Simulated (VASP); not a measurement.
# Pb (Fm-3m) in VASP: a series of runs

Runs on Pb. Level: PBE. Tasks: single point.

Program: VASP 6.6.1. These are calculated values, not measurements. Logs are shortened: lines on timing, memory, paths and dates and some standing lists are left out, and cuts for length are marked.

## (1) The cell of the first run

Symmetry: Fm-3m, No. 225, cubic system. Conventional cell: a = 4.640 Å, b = 4.640 Å, c = 4.640 Å, α = 90.00°, β = 90.00°, γ = 90.00°. Pb (site symmetry m-3m) has 12 Pb at 3.28 Å within 4.3 Å.

## (2) Single point, PBE (volume scaled by 0.78)

The input, INCAR:

```
PREC = Accurate ; ENCUT = 500
EDIFF = 1E-6 ; ISMEAR = -1
SIGMA = 0.05 ; LREAL = F
LASPH = T ; NELM = 120
ALGO = Normal ; ISIF = 2
LWAVE = F ; LCHARG = F
GGA = PE ; NBANDS = 13
GGA_COMPAT = F
```

The input, KPOINTS:

```
regular mesh
0
Gamma
  14 14 14
```

The input, POSCAR:

```
Pb
1.0
    0.0000000000      2.3199470532      2.3199470532
    2.3199470532      0.0000000000      2.3199470532
    2.3199470532      2.3199470532      0.0000000000
Pb
1
Direct
    0.0000000000      0.0000000000      0.0000000000
```

Potentials or basis: VASP PAW PBE potentials, release 64 (Pb_d).

Launch:

```
$ cat potpaw_PBE.64/Pb_d/POTCAR > POTCAR
$ mpirun -np 1 vasp_std > vasp.out
```

OUTCAR:

```text
PREC = Accurate
   ENCUT = 500
   EDIFF = 1E-6
   ISMEAR = -1
   LREAL = F
   LASPH = T
   NELM = 120
   ISIF = 2
   GGA = PE

 ion  position               nearest neighbor table
   1  0.000  0.000  0.000-

  LATTYP: Found a face centered cubic cell.
 ALAT       =     4.6398941064

  Lattice vectors:

 A1 = (   0.0000000000,   2.3199470532,   2.3199470532)
 A2 = (   2.3199470532,   0.0000000000,   2.3199470532)
 A3 = (   2.3199470532,   2.3199470532,   0.0000000000)

Analysis of symmetry for initial positions (statically):
=====================================================================
 Subroutine PRICEL returns:
 Original cell was already a primitive cell.

 Routine SETGRP: Setting up the symmetry group for a
 face centered cubic supercell.

 Subroutine GETGRP returns: Found 48 space group operations
 (whereof 48 operations were pure point group operations)
 out of a pool of 48 trial point group operations.

The static configuration has the point symmetry O_h .

Analysis of symmetry for dynamics (positions and initial velocities):
=====================================================================
 Subroutine PRICEL returns:
 Original cell was already a primitive cell.

 Routine SETGRP: Setting up the symmetry group for a
 face centered cubic supercell.

 Subroutine GETGRP returns: Found 48 space group operations
 (whereof 48 operations were pure point group operations)
 out of a pool of 48 trial point group operations.

The dynamic configuration has the point symmetry O_h .

 Subroutine INISYM returns: Found 48 space group operations
 (whereof 48 operations are pure point group operations),
 and found     1 'primitive' translations

----------------------------------------------------------------------------------------

                                     Primitive cell

  volume of cell :      24.9726

  direct lattice vectors                    reciprocal lattice vectors
     0.000000000  2.319947053  2.319947053    -0.215522160  0.215522160  0.215522160
     2.319947053  0.000000000  2.319947053     0.215522160 -0.215522160  0.215522160
     2.319947053  2.319947053  0.000000000     0.215522160  0.215522160 -0.215522160

  length of vectors
     3.280900587  3.280900587  3.280900587     0.373295331  0.373295331  0.373295331

  position of ions in fractional coordinates (direct lattice)
     0.000000000  0.000000000  0.000000000

  ion indices of the primitive-cell ions
   primitive index   ion index
                 1           1

----------------------------------------------------------------------------------------

 KPOINTS: regular mesh

Automatic generation of k-mesh.
 Grid dimensions read from file:
 generate k-points for:   14   14   14

 Generating k-lattice:

  Cartesian coordinates                     Fractional coordinates (reciprocal lattice)
    -0.015394440  0.015394440  0.015394440     0.071428571  0.000000000  0.000000000
     0.015394440 -0.015394440  0.015394440     0.000000000  0.071428571  0.000000000
     0.015394440  0.015394440 -0.015394440     0.000000000  0.000000000  0.071428571

  Length of vectors
     0.026663952  0.026663952  0.026663952

  Shift w.r.t. Gamma in fractional coordinates (k-lattice)
     0.000000000  0.000000000  0.000000000

 Subroutine IBZKPT returns following result:
 ===========================================

 Found    104 irreducible k-points:

 Following reciprocal coordinates:
            Coordinates               Weight
  0.000000  0.000000  0.000000      1.000000
  0.071429  0.000000  0.000000      8.000000
  0.142857  0.000000  0.000000      8.000000
  0.214286  0.000000  0.000000      8.000000
  0.285714  0.000000  0.000000      8.000000
  0.357143  0.000000  0.000000      8.000000
[... 16 lines left out ...]
  0.214286  0.142857  0.000000     24.000000
  0.285714  0.142857  0.000000     24.000000
 [... further k-points ...]
   k-points           NKPTS =    104   k-points in BZ     NKDIM =    104   number of bands    NBANDS=     13
   number of dos      NEDOS =    301   number of ions     NIONS =      1
   total plane-waves  NPLWV =  13824
   dimension x,y,z NGX =    24 NGY =   24 NGZ =   24
   dimension x,y,z NGXF=    48 NGYF=   48 NGZF=   48
   ions per type =               1
   NGX,Y,Z   is equivalent  to a cutoff of  12.16, 12.16, 12.16 a.u.
   NGXF,Y,Z  is equivalent  to a cutoff of  24.32, 24.32, 24.32 a.u.
 SYSTEM =  unknown system
   PREC   = accura    normal or accurate (medium, high low for compatibility)
   ISTART =      0    job   : 0-new  1-cont  2-samecut
   ICHARG =      2    charge: 1-file 2-atom 10-const
   ISPIN  =      1    spin polarized calculation?
   LNONCOLLINEAR =      F non collinear calculations
   LSORBIT =      F    spin-orbit coupling
   LASPH  =      T    aspherical Exc in radial PAW
   ENCUT  =  500.0 eV  36.75 Ry    6.06 a.u.   5.98  5.98  5.98*2*pi/ulx,y,z
   NELM   =    120;   NELMIN=  2; NELMDL= -5     # of ELM steps
   EDIFF  = 0.1E-05   stopping-criterion for ELM
   LREAL  =      F    real-space projection
   EDIFFG = 0.1E-04   stopping-criterion for IOM
   NSW    =      0    number of steps for IOM
   IBRION =     -1    ionic relax: 0-MD 1-quasi-New 2-CG
   NFREE  =      0    steps in history (QN), initial steepest desc. (CG)
   ISIF   =      2    stress and relaxation
   ISYM   =      2    0-nonsym 1-usesym 2-fastsym
   POTIM  = 0.5000    time-step for ionic-motion
   TEBEG  =    0.0;   TEEND  =   0.0 temperature during run
   PSTRESS=    0.0 pullay stress
   NELECT =      14.0000    total number of electrons
   NUPDOWN=      -1.0000    fix difference up-down
   EMIN   =  10.00;   EMAX   =-10.00  energy-range for DOS
   EFERMI =   0.00;   METHOD = LEGACY
   ISMEAR =    -1;   SIGMA  =   0.05  broadening in eV -4-tet -1-fermi 0-gaus
   EFERMI_NEDOS =   21; number of points for ismear=-14 and -15
   IALGO  =     38    algorithm
   IMIX   =      4    mixing-type and parameters
     AMIX     =   0.40;   BMIX     =  1.00
     AMIX_MAG =   1.60;   BMIX_MAG =  1.00
  volume/ion in A,a.u.               =      24.97       168.52
  Fermi-wavevector in a.u.,A,eV,Ry     =   1.349883  2.550909 24.792317  1.822184
  Thomas-Fermi vector in A             =   2.477433
   LORBIT       =      0    0 simple, 1 ext, 2 COOP (PROOUT), +10 PAW based schemes
   GGA     = PE    functional components
   LHFCALC =     F    Hartree Fock is set to
   AEXX    =    0.0000 exact exchange contribution
   IVDW    =     0    specifies the selected vdW correction
   LEPSILON=     F    determine dielectric tensor
   LRPA    =     F    only Hartree local field effects (RPA)
 non-spin polarized calculation
  energy-cutoff  :      500.00
  volume of cell :       24.97
 maximum number of plane-waves:       646
   NGX = 11   NGY = 11   NGZ = 11

 number of electron      13.9999994 magnetization

 Free energy of the ion-electron system (eV)
  ---------------------------------------------------
  ext. energy  EPLUGINS =         0.00000000
  ---------------------------------------------------
  free energy    TOTEN  =        -3.25680622 eV

  energy without entropy =       -3.25172672  energy(sigma->0) =       -3.25426647

 E-fermi :   9.8226     XC(G=0): -11.1533

 val. band max:        9.7930684443   @ k =   0.3571   0.1429   0.0714
 cond. band min:       9.8338929832   @ k =   0.4286   0.2857   0.1429
 fundamental gap:      0.0408245389
 Fermi energy:         9.8225964111

 k-point     1 :       0.0000    0.0000    0.0000
  band No.  band energies     occupation
      1      -7.6090      2.00000
      2      -7.6090      2.00000
      3      -7.6090      2.00000
      4      -7.3596      2.00000
      5      -7.3596      2.00000
      6      -3.5609      2.00000
      7      18.6998      0.00000
      8      18.6998      0.00000
      9      18.6998      0.00000
     10      19.4781      0.00000
     11      23.5066      0.00000
     12      23.7410      0.00000
     13      23.7410      0.00000

 k-point     2 :       0.0714    0.0000    0.0000
  band No.  band energies     occupation
      1      -7.6109      2.00000
      2      -7.5963      2.00000
      3      -7.5963      2.00000
      4      -7.3610      2.00000
      5      -7.3610      2.00000
      6      -3.4416      2.00000
      7      17.2666      0.00000
      8      18.5587      0.00000
      9      18.5587      0.00000
     10      19.4150      0.00000
     11      23.6752      0.00000
     12      23.9696      0.00000
     13      23.9696      0.00000

 k-point     3 :       0.1429    0.0000    0.0000
  band No.  band energies     occupation
      1      -7.6185      2.00000
      2      -7.5672      2.00000
      3      -7.5672      2.00000
      4      -7.3580      2.00000
      5      -7.3580      2.00000
      6      -3.0803      2.00000
      7      14.6985      0.00000
      8      18.1929      0.00000
      9      18.1929      0.00000
     10      19.3842      0.00000
     11      23.4337      0.00000
     12      24.3335      0.00000
     13      24.3336      0.00000
[... 305 lines left out ...]
 k-point    23 :       0.2143    0.1429    0.0000
  band No.  band energies     occupation
      1      -7.6864      2.00000
      2      -7.4887      2.00000
      3      -7.4754      2.00000
      4      -7.4384      2.00000
      5      -7.2937      2.00000
      6      -2.4769      2.00000
      7      13.9473      0.00000
      8      15.8190      0.00000
      9      16.4506      0.00000
     10      18.8877      0.00000
     11      19.9138      0.00000
     12      25.4215      0.00000
     13      25.9523      0.00000

 k-point    24 :       0.2857    0.1429    0.0000
  band No.  band energies     occupation
      1      -7.6931      2.00000
      2      -7.5143      2.00000
      3      -7.4615      2.00000
      4      -7.3973      2.00000
      5      -7.2426      2.00000
      6      -1.7861      2.00000
      7      11.4478      0.00000
      8      15.3037      0.00000
      9      15.8774      0.00000
     10      18.5913      0.00000
     11      20.6418      0.00000
     12      25.1214      0.00000
     13      25.5529      0.00000

 [... further k-points ...]

------------------------ aborting loop because EDIFF is reached ----------------------------------------

  FORCE on cell =-STRESS in cart. coord.  units (eV):
  Direction    XX          YY          ZZ          XY          YZ          ZX
  --------------------------------------------------------------------------------------
  -------------------------------------------------------------------------------------
  Total        2.8067376      2.8067376      2.8067376     -0.0000000      0.0000000     -0.0000000
  in kB      180.0728244    180.0728244    180.0728244     -0.0000000      0.0000000     -0.0000000
  external PRESSURE =     180.0728244 kB  Pullay stress =       0.0000000 kB

 VOLUME and BASIS-vectors are now :
 -----------------------------------------------------------------------------
  energy-cutoff  :      500.00
  volume of cell :       24.97
      direct lattice vectors                 reciprocal lattice vectors
     0.000000000  2.319947053  2.319947053    -0.215522160  0.215522160  0.215522160
     2.319947053  0.000000000  2.319947053     0.215522160 -0.215522160  0.215522160
     2.319947053  2.319947053  0.000000000     0.215522160  0.215522160 -0.215522160

 POSITION                                       TOTAL-FORCE (eV/Angst)
 -----------------------------------------------------------------------------------
      0.00000      0.00000      0.00000         0.000000      0.000000      0.000000
 -----------------------------------------------------------------------------------
    total drift:                               -0.000000     -0.000000     -0.000000

  FREE ENERGIE OF THE ION-ELECTRON SYSTEM (eV)
  ---------------------------------------------------
  free  energy   TOTEN  =        -3.2568062152 eV

  energy  without entropy=       -3.2517267167  energy(sigma->0) =       -3.25426647
```

It took 14 s on 1 thread of AMD EPYC 9R14 (Zen 4), shared host; peak memory 0.13 GiB.

Results:

| Quantity | Value |
| --- | --- |
| Free energy | -3.2568 eV |
| Pressure | 18.0 GPa |
| Band gap on the k mesh | zero (band 7 reaches 18.70 eV, above the bottom of band 8 at 7.73 eV) |

Caveat: the cell differs from its parent crystal (volume scaled by 0.78); spin-orbit coupling is left out, which moves the levels of the heavy elements.

## (3) Single point, PBE (volume scaled by 0.88)

The input, INCAR:

```
  PREC = Accurate
  ENCUT = 500
  EDIFF = 1E-6
  ISMEAR = -1
  SIGMA = 0.05
  LREAL = False
  LASPH = True
  NELM = 120
  ALGO = Normal
  ISIF = 2
  LWAVE = False
  LCHARG = False
  GGA = PE
  NBANDS = 13
  GGA_COMPAT = False
```

The input, KPOINTS:

```
Automatic mesh
0
Gamma
  14 14 14
```

The input, POSCAR:

```
Pb
1.0
    0.0000000000      2.4151313933      2.4151313933
    2.4151313933      0.0000000000      2.4151313933
    2.4151313933      2.4151313933      0.0000000000
Pb
1
Direct
    0.0000000000      0.0000000000      0.0000000000
```

Potentials or basis: VASP PAW PBE potentials, release 64 (Pb_d).

Launch:

```
$ cat potpaw_PBE.64/Pb_d/POTCAR > POTCAR
$ mpirun -np 1 vasp_std > vasp.out
```

Run time: 22 s. Hardware: 1 thread of AMD EPYC 9R14 (Zen 4), shared host; peak memory 0.14 GiB.

It converged, with:

| Quantity | Value |
| --- | --- |
| Free energy | -3.4961 eV |
| Pressure | 6.9 GPa |
| Band gap on the k mesh | zero (band 7 reaches 16.15 eV, above the bottom of band 8 at 6.43 eV) |

Levels at points of the mesh, in eV from the Fermi level:
```tsv
k point	band 5	band 6	band 7	band 8	band 9	band 10
(0.00, 0.00, 0.00)	-17.03	-12.35	7.94	7.94	7.94	9.73
(0.50, 0.00, 0.00)	-16.87	-8.27	-4.65	5.93	5.93	9.21
(0.50, 0.50, 0.00)	-16.82	-6.67	-3.65	2.06	2.06	5.54
```

Caveat: the cell differs from its parent crystal (volume scaled by 0.88); spin-orbit coupling is left out, which moves the levels of the heavy elements.

## (4) Single point, PBE

This run uses another cell than the first one, of 32.02 Å³/atom, 1.282 times its volume.

The input, INCAR:

```
SYSTEM = Pb
PREC = Accurate
ENCUT = 500
EDIFF = 1E-6
ISMEAR = -1
SIGMA = 0.05
LREAL = .FALSE.
LASPH = .TRUE.
NELM = 120
ALGO = Normal
ISIF = 2
LWAVE = .FALSE.
LCHARG = .TRUE.
GGA = PE
LELF = .TRUE.
LVHAR = .TRUE.
NBANDS = 13
GGA_COMPAT = .FALSE.
```

The input, KPOINTS:

```
Automatic mesh
0
G
  14 14 14
  0 0 0
```

The input, POSCAR:

```
Pb
1.0
    0.0000000000      2.5202669201      2.5202669201
    2.5202669201      0.0000000000      2.5202669201
    2.5202669201      2.5202669201      0.0000000000
Pb
1
Direct
    0.0000000000      0.0000000000      0.0000000000
```

Launch:

```
$ cat potpaw_PBE.64/Pb_d/POTCAR > POTCAR
$ mpirun -np 1 vasp_std > vasp.out
```

Run time: 22 s. Hardware: 1 thread of AMD EPYC 9R14 (Zen 4), shared host; peak memory 0.15 GiB.

The run converged. Its results:

* Free energy: -3.5697 eV
* Pressure: 0.0 GPa
* Band gap on the k mesh: zero (band 7 reaches 13.68 eV, above the bottom of band 8 at 5.24 eV)

Levels at points of the mesh, in eV from the Fermi level:
| k point | band 4 | band 5 | band 6 | band 7 | band 8 | band 9 | band 10 | band 11 |
| --- | --- | --- | --- | --- | --- | --- | --- | --- |
| (0.00, 0.00, 0.00) | -16.93 | -16.93 | -11.41 | 6.99 | 6.99 | 6.99 | 9.71 | 10.64 |
| (0.50, 0.00, 0.00) | -16.81 | -16.81 | -8.09 | -3.95 | 5.27 | 5.27 | 8.98 | 9.19 |
| (0.50, 0.50, 0.00) | -16.78 | -16.78 | -6.81 | -3.07 | 1.98 | 1.98 | 5.21 | 6.47 |

Caveat: spin-orbit coupling is left out, which moves the levels of the heavy elements.

## (5) The runs side by side

| cell | gap on the mesh (eV) | pressure (GPa) |
| --- | --- | --- |
| a = 3.281 Å, angles 60.0°, 1 atom | none | 18.0 |
| a = 3.416 Å, angles 60.0°, 1 atom | none | 6.9 |
| a = 3.564 Å, angles 60.0°, 1 atom | none | 0.0 |

Alike in all rows: task single point; level PBE; potentials or basis VASP PAW PBE potentials, release 64 (Pb_d); no spin polarisation; k mesh 14 × 14 × 14; cutoff (eV) 500; smearing fermi-dirac 0.05 eV.

Caveats: spin-orbit coupling is left out, which moves the levels of the heavy elements.

Absolute energies hang on the potentials; compare differences alone.
